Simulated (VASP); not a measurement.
A run of VASP 6.6.1 is set up as follows.

INCAR

```
SYSTEM = WSe2
PREC     = Accurate       ! precision mode
ENCUT    = 520            ! plane-wave cutoff, eV
EDIFF    = 1E-6           ! SCF threshold, eV
ISMEAR   = 0              ! smearing method
SIGMA    = 0.01           ! smearing width, eV
LREAL    = .FALSE.        ! projectors in reciprocal space
LASPH    = .TRUE.         ! aspherical terms in the spheres
NELM     = 60             ! most SCF steps
ALGO     = Normal         ! electronic algorithm
ISIF     = 2              ! what is computed and relaxed
LWAVE    = .FALSE.        ! write WAVECAR
LCHARG   = .FALSE.        ! write CHGCAR
NBANDS   = 35             ! bands
```

File KPOINTS:

```
regular mesh
0
G
  12 12 3
  0 0 0
```

File POSCAR:

```
WSe2
1.0
    3.2496979866      0.0000000000      0.0000000000
   -1.6248489933      2.8143210110      0.0000000000
    0.0000000000      0.0000000000     12.8204100758
W Se
2 4
Direct
    0.3333333333      0.6666666667      0.2500000000
    0.6666666667      0.3333333333      0.7500000000
    0.3333333333      0.6666666667      0.6199817715
    0.6666666667      0.3333333333      0.1199817715
    0.3333333333      0.6666666667      0.8800182285
    0.6666666667      0.3333333333      0.3800182285
```

Potentials or basis: VASP PAW LDA potentials, release 64 (W_sv, Se).

The run is started by

```sh
$ cat potpaw_LDA.64/W_sv/POTCAR potpaw_LDA.64/Se/POTCAR > POTCAR
$ mpirun -np 1 vasp_std > vasp.out
```

(1) What does it give for the largest force?

(2) Estimate the band gap on the k mesh.

Answers

(1) 0.102 eV/Å.

(2) 0.88 eV, indirect (least direct gap 1.62 eV).

Caveat: spin-orbit coupling is left out, which moves the levels of the heavy elements.

**Experimental background.**

From “Time-resolved XUV ARPES with tunable 24–33 eV laser pulses at 30 meV resolution”, 2019, pmc:6684652, for a bulk crystal of WSe2: band gap 1.3 eV (indirect).

Measured gap of WSe2: 1.3 eV (indirect; “Time-resolved XUV ARPES with tunable 24–33 eV laser pulses at 30 meV resolution”, 2019, pmc:6684652). This calculation gives 0.88 eV (-0.42 eV). Spin-orbit coupling on Se, W is left out. The value is that of LDA on a finite k mesh, which can miss the band edges, without temperature or zero-point motion. Semilocal functionals fall short of measured gaps as a rule.
